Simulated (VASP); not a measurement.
A run of VASP 6.6.1:

Contents of INCAR:

```
SYSTEM = Cr
PREC = Accurate
ENCUT = 520
EDIFF = 1E-7
ISMEAR = -1
SIGMA = 0.1
LREAL = .FALSE.
LASPH = .TRUE.
NELM = 100
ALGO = Normal
ISIF = 2
LWAVE = .FALSE.
LCHARG = .TRUE.
GGA = B5
ALDAX = 1.0
AGGAX = 1.0
AGGAC = 1.0
ALDAC = 0.0
LELF = .TRUE.
LVHAR = .TRUE.
NBANDS = 12
```

KPOINTS

```
Automatic mesh
0
G
  15 15 15
  0 0 0
```

File POSCAR:

```
Cr
1.0
    2.2688275408      0.0000000000      0.0000000000
    0.0000000000      2.2688275408      0.0000000000
    0.0000000000      0.0000000000      2.2688275408
Cr
1
Direct
    0.0000000000      0.0000000000      0.0000000000
```

Potentials or basis: VASP PAW PBE potentials, release 64 (Cr_pv).

The run is started by

```sh
$ cat potpaw_PBE.64/Cr_pv/POTCAR > POTCAR
$ mpirun -np 1 vasp_std > vasp.out
```

Hardware: 1 thread of Intel(R) Xeon(R) 6975P-C (Granite Rapids) (shared host).

**Question.** Estimate the wall time of this run.

**Answer.** Run time: 8.8 s on 1 thread of Intel(R) Xeon(R) 6975P-C (Granite Rapids), with other jobs on the host, peak memory 0.12 GiB. Counts: scf iterations 14, k points 120.
